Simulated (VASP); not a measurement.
# P (P4_122) in VASP: notebook

The runs below take P through relaxation of cell and atoms, single point, with PBE.

All numbers are computed with VASP 6.6.1; they aren't measurements. Logs are shortened: lines on timing, memory, paths and dates and some standing lists are left out, and cuts for length are marked.

## Step 1: The cell of the first run

Symmetry: P4_122, No. 91, tetragonal system. The conventional cell has a = 4.198 Å, b = 4.198 Å, c = 3.241 Å, α = 90.00°, β = 90.00°, γ = 90.00°. P (site symmetry 2) has 4 P at 2.11 to 2.17 Å within 2.8 Å.

## Step 2: Relaxation of cell and atoms, PBE

File INCAR:

```
SYSTEM = P
ALGO = Normal
EDIFF = 1E-6
EDIFFG = -0.04
ENCUT = 600
GGA = PE
IBRION = 2
ISIF = 3
ISMEAR = 0
LASPH = .True.
LCHARG = .False.
LREAL = .False.
LWAVE = .False.
NELM = 100
NSW = 90
PREC = Accurate
SIGMA = 0.1
```

File KPOINTS:

```
k-points
0
Gamma
  4 4 6
  0 0 0
```

File POSCAR:

```
P
1.0
    4.1982022800      0.0000000000      0.0000000000
    0.0000000000      4.1982022800      0.0000000000
    0.0000000000      0.0000000000      3.2411684500
P
4
Direct
    0.3384865200      0.0000000000      0.7500000000
    0.6615134800      0.0000000000      0.2500000000
    0.0000000000      0.3384865200      0.0000000000
    0.0000000000      0.6615134800      0.5000000000
```

Potentials or basis: VASP PAW PBE potentials, release 64 (P).

The run is started by

```sh
cat potpaw_PBE.64/P/POTCAR > POTCAR
mpirun -np 1 vasp_std > vasp.out
```

OUTCAR:

```text
SYSTEM = P
   EDIFF = 1E-6
   EDIFFG = -0.04
   ENCUT = 600
   GGA = PE
   IBRION = 2
   ISIF = 3
   ISMEAR = 0
   LASPH = .True.
   LREAL = .False.
   NELM = 100
   NSW = 90
   PREC = Accurate

 ion  position               nearest neighbor table
   1  0.338  0.000  0.750-   2 2.11   2 2.11   4 2.17   3 2.17
   2  0.662  0.000  0.250-   1 2.11   1 2.11   4 2.17   3 2.17
   3  0.000  0.338  0.000-   4 2.11   4 2.11   1 2.17   2 2.17
   4  0.000  0.662  0.500-   3 2.11   3 2.11   1 2.17   2 2.17

  LATTYP: Found a simple tetragonal cell.
 ALAT       =     4.1982022800
 C/A-ratio  =     0.7720372278

  Lattice vectors:

 A1 = (   4.1982022800,   0.0000000000,   0.0000000000)
 A2 = (   0.0000000000,   4.1982022800,   0.0000000000)
 A3 = (   0.0000000000,   0.0000000000,   3.2411684500)

Analysis of symmetry for initial positions (statically):
=====================================================================
 Subroutine PRICEL returns:
 Original cell was already a primitive cell.

 Routine SETGRP: Setting up the symmetry group for a
 simple tetragonal supercell.

 Subroutine GETGRP returns: Found  8 space group operations
 (whereof  2 operations were pure point group operations)
 out of a pool of 16 trial point group operations.

The static configuration has the point symmetry C_2 .
 The point group associated with its full space group is D_4 .

Analysis of symmetry for dynamics (positions and initial velocities):
=====================================================================
 Subroutine PRICEL returns:
 Original cell was already a primitive cell.

 Routine SETGRP: Setting up the symmetry group for a
 simple tetragonal supercell.

 Subroutine GETGRP returns: Found  8 space group operations
 (whereof  2 operations were pure point group operations)
 out of a pool of 16 trial point group operations.

The dynamic configuration has the point symmetry C_2 .
 The point group associated with its full space group is D_4 .

 Subroutine INISYM returns: Found  8 space group operations
 (whereof  2 operations are pure point group operations),
 and found     1 'primitive' translations

----------------------------------------------------------------------------------------

                                     Primitive cell

  volume of cell :      57.1253

  direct lattice vectors                    reciprocal lattice vectors
     4.198202280  0.000000000  0.000000000     0.238197193  0.000000000  0.000000000
     0.000000000  4.198202280  0.000000000     0.000000000  0.238197193  0.000000000
     0.000000000  0.000000000  3.241168450     0.000000000  0.000000000  0.308530709

  length of vectors
     4.198202280  4.198202280  3.241168450     0.238197193  0.238197193  0.308530709

  position of ions in fractional coordinates (direct lattice)
     0.338486520  0.000000000  0.750000000
     0.661513480  0.000000000  0.250000000
     0.000000000  0.338486520  0.000000000
     0.000000000  0.661513480  0.500000000

  ion indices of the primitive-cell ions
   primitive index   ion index
                 1           1
                 2           2
                 3           3
                 4           4

----------------------------------------------------------------------------------------

 KPOINTS: k-points

Automatic generation of k-mesh.
 Grid dimensions read from file:
 generate k-points for:    4    4    6

 Generating k-lattice:

  Cartesian coordinates                     Fractional coordinates (reciprocal lattice)
     0.059549298  0.000000000  0.000000000     0.250000000  0.000000000  0.000000000
     0.000000000  0.059549298  0.000000000     0.000000000  0.250000000  0.000000000
     0.000000000  0.000000000  0.051421785     0.000000000  0.000000000  0.166666667

  Length of vectors
     0.059549298  0.059549298  0.051421785

  Shift w.r.t. Gamma in fractional coordinates (k-lattice)
     0.000000000  0.000000000  0.000000000

 Subroutine IBZKPT returns following result:
 ===========================================

 Found     24 irreducible k-points:

 Following reciprocal coordinates:
            Coordinates               Weight
  0.000000  0.000000  0.000000      1.000000
  0.250000  0.000000  0.000000      4.000000
  0.500000  0.000000  0.000000      2.000000
  0.250000  0.250000  0.000000      4.000000
  0.500000  0.250000  0.000000      4.000000
  0.500000  0.500000  0.000000      1.000000
[... 16 lines left out ...]
  0.500000  0.250000  0.500000      4.000000
  0.500000  0.500000  0.500000      1.000000
   k-points           NKPTS =     24   k-points in BZ     NKDIM =     24   number of bands    NBANDS=     14
   number of dos      NEDOS =    301   number of ions     NIONS =      4
   total plane-waves  NPLWV =  36288
   dimension x,y,z NGX =    36 NGY =   36 NGZ =   28
   dimension x,y,z NGXF=    72 NGYF=   72 NGZF=   56
   ions per type =               4
   NGX,Y,Z   is equivalent  to a cutoff of  14.26, 14.26, 14.36 a.u.
   NGXF,Y,Z  is equivalent  to a cutoff of  28.51, 28.51, 28.72 a.u.
 SYSTEM =  P
   PREC   = accura    normal or accurate (medium, high low for compatibility)
   ISTART =      0    job   : 0-new  1-cont  2-samecut
   ICHARG =      2    charge: 1-file 2-atom 10-const
   ISPIN  =      1    spin polarized calculation?
   LNONCOLLINEAR =      F non collinear calculations
   LSORBIT =      F    spin-orbit coupling
   LASPH  =      T    aspherical Exc in radial PAW
   ENCUT  =  600.0 eV  44.10 Ry    6.64 a.u.   8.38  8.38  6.47*2*pi/ulx,y,z
   NELM   =    100;   NELMIN=  2; NELMDL= -5     # of ELM steps
   EDIFF  = 0.1E-05   stopping-criterion for ELM
   LREAL  =      F    real-space projection
   EDIFFG = -.4E-01   stopping-criterion for IOM
   NSW    =     90    number of steps for IOM
   IBRION =      2    ionic relax: 0-MD 1-quasi-New 2-CG
   NFREE  =      1    steps in history (QN), initial steepest desc. (CG)
   ISIF   =      3    stress and relaxation
   ISYM   =      2    0-nonsym 1-usesym 2-fastsym
   POTIM  = 0.5000    time-step for ionic-motion
   TEBEG  =    0.0;   TEEND  =   0.0 temperature during run
   PSTRESS=    0.0 pullay stress
   NELECT =      20.0000    total number of electrons
   NUPDOWN=      -1.0000    fix difference up-down
   EMIN   =  10.00;   EMAX   =-10.00  energy-range for DOS
   EFERMI =   0.00;   METHOD = LEGACY
   ISMEAR =     0;   SIGMA  =   0.10  broadening in eV -4-tet -1-fermi 0-gaus
   EFERMI_NEDOS =   21; number of points for ismear=-14 and -15
   IALGO  =     38    algorithm
   IMIX   =      4    mixing-type and parameters
     AMIX     =   0.40;   BMIX     =  1.00
     AMIX_MAG =   1.60;   BMIX_MAG =  1.00
  volume/ion in A,a.u.               =      14.28        96.38
  Fermi-wavevector in a.u.,A,eV,Ry     =   1.153831  2.180424 18.113777  1.331325
  Thomas-Fermi vector in A             =   2.290472
   LORBIT       =      0    0 simple, 1 ext, 2 COOP (PROOUT), +10 PAW based schemes
   GGA     = PE    functional components
   LHFCALC =     F    Hartree Fock is set to
   AEXX    =    0.0000 exact exchange contribution
   IVDW    =     0    specifies the selected vdW correction
   LEPSILON=     F    determine dielectric tensor
   LRPA    =     F    only Hartree local field effects (RPA)
 conjugate gradient relaxation of ions
 non-spin polarized calculation
 Gauss-broadening in eV      SIGMA  =   0.10
  energy-cutoff  :      600.00
  volume of cell :       57.13
 maximum number of plane-waves:      1933
 NGX is ok and might be reduce to    36
   NGX = 17   NGY = 17   NGZ = 13

--------------------------------------- Ionic step        1  -------------------------------------------

 number of electron      20.0000000 magnetization

 Free energy of the ion-electron system (eV)
  ---------------------------------------------------
  ext. energy  EPLUGINS =         0.00000000
  ---------------------------------------------------
  free energy    TOTEN  =       -18.15876419 eV

  energy without entropy =      -18.14280082  energy(sigma->0) =      -18.15078251

 E-fermi :  10.1541     XC(G=0): -11.1395

 val. band max:       10.1209015256   @ k =   0.2500   0.0000   0.0000
 cond. band min:      10.1558094838   @ k =   0.5000   0.2500   0.0000
 fundamental gap:      0.0349079582
 Fermi energy:        10.1541413374

 k-point     1 :       0.0000    0.0000    0.0000
  band No.  band energies     occupation
      1      -7.9057      2.00000
      2      -2.7290      2.00000
      3      -0.0045      2.00000
      4      -0.0045      2.00000
      5       2.8450      2.00000
      6       5.4500      2.00000
      7       5.4500      2.00000
      8       6.5362      2.00000
      9       9.3103      2.00000
     10       9.3103      2.00000
     11      11.4135      0.00000
     12      11.4135      0.00000
     13      12.2109      0.00000
     14      12.5052      0.00000
[... 496 lines left out ...]
  FREE ENERGIE OF THE ION-ELECTRON SYSTEM (eV)
  ---------------------------------------------------
  free  energy   TOTEN  =       -19.3514460207 eV

  energy  without entropy=      -19.3271230757  energy(sigma->0) =      -19.33928455

 E-fermi :   5.0158     XC(G=0):  -9.1276

 val. band max:        4.9905822470   @ k =   0.2500   0.2500   0.3333
 cond. band min:       5.0238007987   @ k =   0.2500   0.2500   0.5000
 fundamental gap:      0.0332185517
 Fermi energy:         5.0157855031

 k-point     1 :       0.0000    0.0000    0.0000
  band No.  band energies     occupation
      1      -9.9891      2.00000
      2      -8.6026      2.00000
      3      -2.8923      2.00000
      4      -2.8923      2.00000
      5       0.2139      2.00000
      6       1.9940      2.00000
      7       1.9940      2.00000
      8       2.3960      2.00000
      9       2.3960      2.00000
     10       3.7030      2.00000
     11       7.4002      0.00000
     12       7.4002      0.00000
     13       7.4646      0.00000
     14       9.2056      0.00000
[... 375 lines left out ...]
 k-point    24 :       0.5000    0.5000    0.5000
  band No.  band energies     occupation
      1      -6.1127      2.00000
      2      -6.1127      2.00000
      3      -5.8752      2.00000
      4      -5.8752      2.00000
      5      -1.0935      2.00000
      6      -1.0935      2.00000
      7       2.0783      2.00000
      8       2.0783      2.00000
      9       3.7645      2.00000
     10       3.7645      2.00000
     11       5.7545      0.00000
     12       5.7545      0.00000
     13       8.3093      0.00000
     14       8.3093      0.00000

[... ionic steps 4 to 33 ...]

--------------------------------------- Ionic step       34  -------------------------------------------

 number of electron      20.0000005 magnetization

------------------------ aborting loop because EDIFF is reached ----------------------------------------

  FORCE on cell =-STRESS in cart. coord.  units (eV):
  Direction    XX          YY          ZZ          XY          YZ          ZX
  --------------------------------------------------------------------------------------
  -------------------------------------------------------------------------------------
  Total        0.0587391      0.0587391     -0.1667054      0.0000000     -0.0000000     -0.0000000
  in kB        0.9622214      0.9622214     -2.7308456      0.0000000     -0.0000000     -0.0000000
  external PRESSURE =      -0.2688010 kB  Pullay stress =       0.0000000 kB
[... 61 lines left out ...]
  energy  without entropy=      -20.0938122287  energy(sigma->0) =      -20.09914313

--------------------------------------- Ionic step       36  -------------------------------------------

 number of electron      20.0000004 magnetization

 Free energy of the ion-electron system (eV)
  ---------------------------------------------------
  ext. energy  EPLUGINS =         0.00000000
  ---------------------------------------------------
  free energy    TOTEN  =       -20.10464402 eV

  energy without entropy =      -20.09395445  energy(sigma->0) =      -20.09929924

 E-fermi :   3.6837     XC(G=0):  -8.5381

 val. band max:        3.6787345854   @ k =   0.2500   0.2500   0.5000
 cond. band min:       3.7956939967   @ k =   0.5000   0.2500   0.5000
 fundamental gap:      0.1169594113
 Fermi energy:         3.6836683181

 k-point     1 :       0.0000    0.0000    0.0000
  band No.  band energies     occupation
      1     -10.6479      2.00000
      2      -9.7367      2.00000
      3      -3.6549      2.00000
      4      -3.6549      2.00000
      5      -0.2345      2.00000
      6       0.6166      2.00000
      7       0.6166      2.00000
      8       1.1565      2.00000
      9       1.1565      2.00000
     10       3.0154      2.00000
     11       5.3730      0.00000
     12       6.0754      0.00000
     13       6.0754      0.00000
     14       6.4739      0.00000
[... 420 lines left out ...]
  FREE ENERGIE OF THE ION-ELECTRON SYSTEM (eV)
  ---------------------------------------------------
  free  energy   TOTEN  =       -20.1046440207 eV

  energy  without entropy=      -20.0939544539  energy(sigma->0) =      -20.09929924

 reached required accuracy - stopping structural energy minimisation
```

Wall time 6.2 min (1 thread of AMD EPYC 7R43 (Zen 3), shared host); peak memory 0.15 GiB.

Results:

```
Free energy                            : -20.1046 eV
Relaxed volume                         : 24.51 Å³/atom
Relaxed cell                           : a = 5.526 Å, b = 5.526 Å, c = 3.211 Å, α = 90.00°, β = 90.00°, γ = 90.00°
Space group after relaxing (to 0.05 Å) : P4_122 (No. 91)
Energy gained by relaxing              : 486.5 meV/atom
Ionic steps                            : 36
Pressure after relaxing                : 0.0 GPa
Largest force after relaxing           : 0.026 eV/Å
Band gap on the k mesh                 : zero (band 10 reaches 4.08 eV, above the bottom of band 11 at 3.32 eV)
```

Forces on the atoms (eV/Å):
```
P   -0.026  0.000  0.000
P    0.026  0.000  0.000
P    0.000 -0.026  0.000
P    0.000  0.026  0.000
```

The path:
| step | energy change (eV) | largest force (eV/Å) | pressure (GPa) | volume (Å³) |
| --- | --- | --- | --- | --- |
| 1 | 0.0000 | 0.7809 | 26.73 | 57.13 |
| 2 | -1.1791 | 0.0675 | -1.72 | 79.18 |
| 3 | -1.1927 | 0.0066 | 0.76 | 75.23 |
| 4 | -1.1953 | 0.0168 | -0.04 | 76.38 |
| 5 | -1.1950 | 0.0084 | 0.24 | 75.96 |
| 6 | -1.2071 | 0.0080 | 0.09 | 76.03 |
| 7 | -1.2849 | 0.2246 | -0.04 | 76.18 |
| 8 | -1.4373 | 0.5434 | 0.20 | 76.25 |
| 9 | -1.4398 | 0.6407 | 0.66 | 76.20 |
| 10 | -1.4439 | 0.5969 | 0.42 | 76.23 |
| 11 | -1.4471 | 0.6075 | 0.48 | 76.28 |
| 12 | -1.4528 | 0.6520 | 0.73 | 76.43 |
| 13 | -1.4489 | 0.8038 | 1.50 | 76.70 |
| 14 | -1.4538 | 0.6939 | 0.97 | 76.53 |
| 15 | -1.4659 | 0.7090 | 1.11 | 76.71 |
| 16 | -1.5070 | 0.8085 | 1.60 | 77.25 |
| 17 | -1.6167 | 0.9145 | 2.15 | 78.34 |
| 18 | -1.7519 | 0.0450 | 4.92 | 80.49 |
| 19 | -1.7908 | 0.0370 | 4.45 | 81.91 |
| 20 | -1.8649 | 0.3466 | 3.55 | 86.29 |
| 21 | -1.8240 | 1.2608 | 2.62 | 95.49 |
| 22 | -1.8787 | 0.6487 | 3.21 | 89.50 |
| 23 | -1.9177 | 0.2644 | 1.31 | 91.63 |
| 24 | -1.9268 | 0.0376 | -0.14 | 93.52 |
| 25 | -1.9269 | 0.0152 | -0.05 | 93.38 |
| 26 | -1.9312 | 0.0521 | 0.03 | 93.59 |
| 27 | -1.9363 | 0.1584 | 0.23 | 94.18 |
| 28 | -1.9387 | 0.1077 | 0.36 | 94.55 |
| 29 | -1.9416 | 0.0065 | 0.65 | 95.33 |
| 30 | -1.9440 | 0.0135 | 0.33 | 96.11 |
| 31 | -1.9451 | 0.0427 | -0.15 | 97.34 |
| 32 | -1.9451 | 0.0378 | -0.08 | 97.13 |
| 33 | -1.9455 | 0.0157 | -0.05 | 97.45 |
| 34 | -1.9458 | 0.0085 | -0.03 | 97.81 |
| 35 | -1.9457 | 0.0587 | 0.03 | 98.51 |
| 36 | -1.9459 | 0.0264 | -0.01 | 98.06 |

Final structure:
```xyz
4
Lattice="5.5260 0.0000 0.0000 0.0000 5.5260 0.0000 0.0000 0.0000 3.2112" Properties=species:S:1:pos:R:3 pbc="T T T"
P     2.0627    0.0000    2.4084
P     3.4632    0.0000    0.8028
P     0.0000    2.0627    0.0000
P     0.0000    3.4632    1.6056
```

Caveat: the k points lie up to 0.33 Å⁻¹ apart in the final cell; the volume moved by over 15 % at a fixed basis, so the end points are rough.

## Step 3: Single point, PBE

File INCAR:

```
SYSTEM = P
PREC     = Accurate       ! precision mode
ENCUT    = 520            ! plane-wave cutoff, eV
EDIFF    = 1E-6           ! SCF threshold, eV
ISMEAR   = 0              ! smearing method
SIGMA    = 0.1            ! smearing width, eV
LREAL    = .False.        ! projectors in reciprocal space
LASPH    = .True.         ! aspherical terms in the spheres
NELM     = 60             ! most SCF steps
ALGO     = Normal         ! electronic algorithm
ISIF     = 2              ! what is computed and relaxed
LWAVE    = .False.        ! write WAVECAR
LCHARG   = .False.        ! write CHGCAR
GGA      = PE             ! functional
NBANDS   = 18             ! bands
```

File KPOINTS:

```
Automatic mesh
0
Gamma
  4 4 6
  0 0 0
```

POSCAR is that of step 2.

Potentials or basis: VASP PAW PBE potentials, release 64 (P).

The run is started by

```sh
cat potpaw_PBE.64/P/POTCAR > POTCAR
mpirun -np 1 vasp_std > vasp.out
```

Wall time 16 s (1 thread of Intel Xeon Platinum 8375C at 2.90GHz (Ice Lake), shared host); peak memory 0.16 GiB.

The run converged. Its results:

```
Free energy            : -18.1571 eV
Pressure               : 26.7 GPa
Largest force          : 0.781 eV/Å
Band gap on the k mesh : zero (band 10 reaches 11.74 eV, above the bottom of band 11 at 9.63 eV)
```

Forces on the atoms (eV/Å):
```
P   -0.781  0.000  0.000
P    0.781  0.000  0.000
P    0.000 -0.781  0.000
P    0.000  0.781  0.000
```

Stress tensor (GPa, compression positive):
```
27.05  0.00  0.00
 0.00 27.05  0.00
 0.00  0.00 26.06
```

Levels at points of the mesh, in eV from the Fermi level:
```csv
k point,band 8,band 9,band 10,band 11,band 12,band 13
"(0.00, 0.00, 0.00)",-3.62,-0.84,-0.84,1.26,1.26,2.06
"(0.50, 0.00, 0.00)",-4.02,-1.03,-0.36,-0.26,2.85,3.03
"(0.50, 0.50, 0.00)",-3.82,-0.54,0.38,1.21,1.21,1.42
"(0.00, 0.00, 0.50)",-6.41,-2.86,-2.86,1.32,1.32,3.01
"(0.50, 0.00, 0.50)",-5.13,-2.34,-2.34,-0.52,-0.52,4.03
"(0.50, 0.50, 0.50)",-5.57,1.59,1.59,2.29,2.29,4.43
```

Caveat: the k points lie up to 0.37 Å⁻¹ apart.
